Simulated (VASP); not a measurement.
**Zr4B: single point with PBE**

The system is Zr4B.

```xyz
5
Lattice="3.3671 0.0000 0.0000 -1.6836 2.9160 0.0000 0.0000 0.0000 10.4975" Properties=species:S:1:pos:R:3 pbc="T T T"
Zr    0.0000    1.9440    9.1577
Zr    0.0000    1.9440    4.0402
Zr    1.6836    0.9720    1.3398
Zr    1.6836    0.9720    6.4572
B     0.0000    0.0000    0.0000
```

The cell was built from a structure type or drawn by symmetry, and may not be a known phase.

```
Program             : VASP 6.6.1
Task                : single point
Functional          : PBE
Potentials or basis : VASP PAW PBE potentials, release 64 (Zr_sv, B)
Cutoff              : 520 eV
k mesh              : 12 × 12 × 4
Occupations         : gaussian, width 0.1 eV
Spin                : no spin polarisation
```

The pressure is 0.0 GPa. The largest force is 0.006 eV/Å. The band gap on the k mesh is zero (an odd number of electrons rules out a gap without spin polarisation).

Forces on the atoms (eV/Å):
```
Zr   0.000  0.000 -0.006
Zr   0.000  0.000  0.001
Zr   0.000  0.000  0.006
Zr   0.000  0.000 -0.001
B    0.000  0.000  0.000
```

Levels at points of the mesh, in eV from the Fermi level:
| k point | band 24 | band 25 | band 26 | band 27 | band 28 | band 29 |
| --- | --- | --- | --- | --- | --- | --- |
| (0.00, 0.00, 0.00) | -0.05 | 0.85 | 0.85 | 0.94 | 0.94 | 1.09 |
| (0.50, 0.00, 0.00) | -0.60 | -0.40 | -0.11 | 1.13 | 1.13 | 1.15 |
| (0.00, 0.00, 0.50) | 0.59 | 0.79 | 0.79 | 1.07 | 1.08 | 1.08 |
| (0.50, 0.00, 0.50) | -0.58 | -0.57 | -0.24 | 0.88 | 1.04 | 1.39 |

Run time: 5.6 min on 1 thread of Intel(R) Xeon(R) 6975P-C (Granite Rapids), on a shared host, peak memory 0.36 GiB.
